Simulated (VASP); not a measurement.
Input of a VASP 6.6.1 run:

The input INCAR:

```
SYSTEM = InSb
ALGO     = Normal         ! electronic algorithm
EDIFF    = 1E-6           ! SCF threshold, eV
ENCUT    = 520            ! plane-wave cutoff, eV
GGA      = PE             ! functional
ISIF     = 2              ! what is computed and relaxed
ISMEAR   = 0              ! smearing method
LASPH    = .True.         ! aspherical terms in the spheres
LCHARG   = .False.        ! write CHGCAR
LREAL    = .False.        ! projectors in reciprocal space
LWAVE    = .False.        ! write WAVECAR
NBANDS   = 16             ! bands
NELM     = 100            ! most SCF steps
PREC     = Accurate       ! precision mode
SIGMA    = 0.15           ! smearing width, eV
```

Contents of KPOINTS:

```
k-points
0
Gamma
  18 18 10
  0 0 0
```

POSCAR

```
InSb
1.0
    2.8952441445      0.0000000000      0.0000000000
    0.0000000000      2.8952441445      0.0000000000
    0.0000000000      0.0000000000      7.0187774477
In Sb
1 1
Direct
    0.0000000000      0.0000000000      0.0000000000
    0.0000000000      0.0000000000      0.5000000000
```

Potentials or basis: VASP PAW PBE potentials, release 64 (In_d, Sb).

Launch:

```sh
$ cat potpaw_PBE.64/In_d/POTCAR potpaw_PBE.64/Sb/POTCAR > POTCAR
$ mpirun -np 1 vasp_std > vasp.out
```

Q: Estimate the band gap on the k mesh.

A: Zero (bands 9 and 10 overlap by 4.13 eV).

Q: Estimate the pressure.

A: 4.4 GPa.

Stress tensor (GPa, compression positive):
```
 9.20  0.00  0.00
 0.00  9.20  0.00
 0.00  0.00 -5.16
```

Caveat: the stress differs along the axes, from -5 to 9 GPa; spin-orbit coupling is left out, which moves the levels of the heavy elements.
